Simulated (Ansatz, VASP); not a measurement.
**InSe2 in VASP and in Ansatz**

INCAR

```
ALGO = Normal
EDIFF = 1E-7
ENCUT = 520
GGA = PE
ISIF = 2
ISMEAR = 0
LASPH = T
LCHARG = F
LREAL = F
LWAVE = F
NBANDS = 34
NELM = 60
PREC = Accurate
SIGMA = 0.15
```

Contents of KPOINTS:

```
k-points
0
Gamma
  12 12 6
```

Contents of POSCAR:

```
InSe2
1.0
    3.7318975417      0.0000000000      0.0000000000
    0.0000000000      3.7318975417      0.0000000000
    0.0000000000      0.0000000000     10.1218363586
In Se
2 4
Direct
    0.0000000000      0.5000000000      0.7035851637
    0.5000000000      0.0000000000      0.2964148363
    0.0000000000      0.5000000000      0.3657877574
    0.5000000000      0.0000000000      0.6342122426
    0.0000000000      0.0000000000      0.0000000000
    0.5000000000      0.5000000000      0.0000000000
```

Input for Ansatz:

```yaml
crystal:
  lattice:
    - [3.7318975417, 0.0, 0.0]
    - [0.0, 3.7318975417, 0.0]
    - [0.0, 0.0, 10.1218363586]
  atoms:
    - { symbol: In, position: [0.0, 0.5, 0.7035851637] }
    - { symbol: In, position: [0.5, 0.0, 0.2964148363] }
    - { symbol: Se, position: [0.0, 0.5, 0.3657877574] }
    - { symbol: Se, position: [0.5, 0.0, 0.6342122426] }
    - { symbol: Se, position: [0.0, 0.0, 0.0] }
    - { symbol: Se, position: [0.5, 0.5, 0.0] }
basis:
  ecutwfc: 420
kpoints:
  mp_grid: { grid: [12, 12, 6] }
hamiltonian:
  xc: pbe
scf:
  occupations: { method: gaussian, width: 0.15 }
output:
  forces: true
  stress: true
  eigenvalues: true
```

Change from the starting cell: strain -0.040 along x and y, +0.040 along z, atoms carried along.

Alike in both runs: task single point; functional PBE; k mesh 12 × 12 × 6; occupations gaussian, width 0.15 eV; no spin polarisation.

```csv
,VASP,Ansatz
version,VASP 6.6.1,Ansatz 0.2.0
potentials or method,"VASP PAW PBE potentials, release 64 (In_d, Se), cutoff 520 eV","scalar-relativistic, plane waves, PAW"
valence electrons in the cell,50,90
```

|  | VASP | Ansatz | Ansatz less VASP |
| --- | --- | --- | --- |
| gap on the k mesh at the Fermi level (eV) | none | none | - |
| pressure (GPa) | 5.9 | 5.8 | -0.05 |
| traceless stress, the component that is largest in VASP (GPa) | -6.32 | -6.28 | +0.041 |
| rms of the force components (eV/Å) | 0.142 | 0.142 | -0.0004 |

Atom by atom the forces differ by 0.001 eV/Å (rms over components). A gap of «none» marks a metal or a gap that the smearing closes. VASP's potentials hold 50 valence electrons a cell and Ansatz's 90, so a difference there can come from the potentials and not from the codes.
